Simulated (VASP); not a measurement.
## C: single point with SVWN5

The system is C.

```
CELL_PARAMETERS angstrom
0.00000 1.78337 1.78337
1.78337 0.00000 1.78337
1.78337 1.78337 0.00000
ATOMIC_POSITIONS crystal
C 0.75000 0.75000 0.75000
C 0.50000 0.50000 0.50000
```

```json
{"Program": "VASP 6.6.1", "Task": "single point", "Functional": "SVWN5", "Potentials or basis": "VASP PAW PBE potentials, release 64 (C)", "Cutoff": "600 eV", "k mesh": "13 × 13 × 13", "Occupations": "fermi-dirac, width 0.05 eV", "Spin": "no spin polarisation", "Dipole correction": "no", "Further INCAR settings": "ALGO = Normal; EDIFF = 1e-06; NBANDS = 11"}
```

| Quantity | Value |
| --- | --- |
| Pressure | -12.3 GPa |
| Band gap on the k mesh | 4.12 eV, indirect (least direct gap 5.55 eV) |

Levels at points of the mesh, in eV from the valence-band top:
| k point | band 2 | band 3 | band 4 | band 5 | band 6 | band 7 |
| --- | --- | --- | --- | --- | --- | --- |
| (0.00, 0.00, 0.00) | 0.00 | 0.00 | 0.00 | 5.55 | 5.55 | 5.55 |

Run time: 13 s on 1 thread of Intel Xeon 8259CL (shared host), peak memory 0.12 GiB.

Caveat: the PAW data sets were made with another functional, which shifts forces and pressure a little. A k mesh can miss the band edges.
